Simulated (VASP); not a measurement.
Write the native input for VASP 6.6.1 that does the following.

- Task: single point
- Functional: PBE
- Potentials or basis: VASP PAW PBE potentials, release 64 (Li_sv, Ta_pv, O)
- Cutoff: 520 eV
- k mesh: 6 × 6 × 2
- Occupations: gaussian, width 0.1 eV
- Spin: collinear spin
- Starting moments: [0.0, 0.0, 0.0, 1.0, 1.0, 0.0] μB
- Dipole correction: no
- Further INCAR settings: ALGO = Normal; EDIFF = 1e-06; NBANDS = 32

The structure of Li3Ta2O lies in POSCAR:

```
Li3Ta2O
1.0
    2.8375424247      0.0000000000      0.0000000000
   -1.4187712124      2.4573838241      0.0000000000
    0.0000000000      0.0000000000     12.7160935518
Li Ta O
3 2 1
Direct
    0.0000000000      0.0000000000      0.5000000000
    0.3333333333      0.6666666667      0.0665548559
    0.6666666667      0.3333333333      0.9334451441
    0.3333333333      0.6666666667      0.7044589139
    0.6666666667      0.3333333333      0.2955410861
    0.0000000000      0.0000000000      0.0000000000
```

The cell was generated, and may not be a known phase.

One way to write it, as run:

INCAR

```
PREC = Accurate
ENCUT = 520
EDIFF = 1E-6
ISMEAR = 0
SIGMA = 0.1
LREAL = False
LASPH = True
NELM = 150
ALGO = Normal
ISIF = 2
LWAVE = False
LCHARG = True
ISPIN = 2
MAGMOM = 0 0 0 1 1 0
LORBIT = 11
LMAXMIX = 4
GGA = PE
LELF = True
LVHAR = True
NBANDS = 32
```

KPOINTS

```
Automatic mesh
0
Gamma
  6 6 2
```

Potentials or basis: VASP PAW PBE potentials, release 64 (Li_sv, Ta_pv, O).

Command:

```console
$ cat potpaw_PBE.64/Li_sv/POTCAR potpaw_PBE.64/Ta_pv/POTCAR potpaw_PBE.64/O/POTCAR > POTCAR
$ mpirun -np 1 vasp_std > vasp.out
```

Results of the run:

- Largest force: 0.042 eV/Å
- Net moment: 0.00 μB per cell
- Valence electrons inside the program's atomic spheres: Li 2.10, 2.13 (each value once); Ta 8.82; O 5.04

Caveat: the k points lie up to 0.43 Å⁻¹ apart.

Run time: 3.4 min on 1 thread of Intel Xeon 8259CL (shared host), peak memory 0.3 GiB.
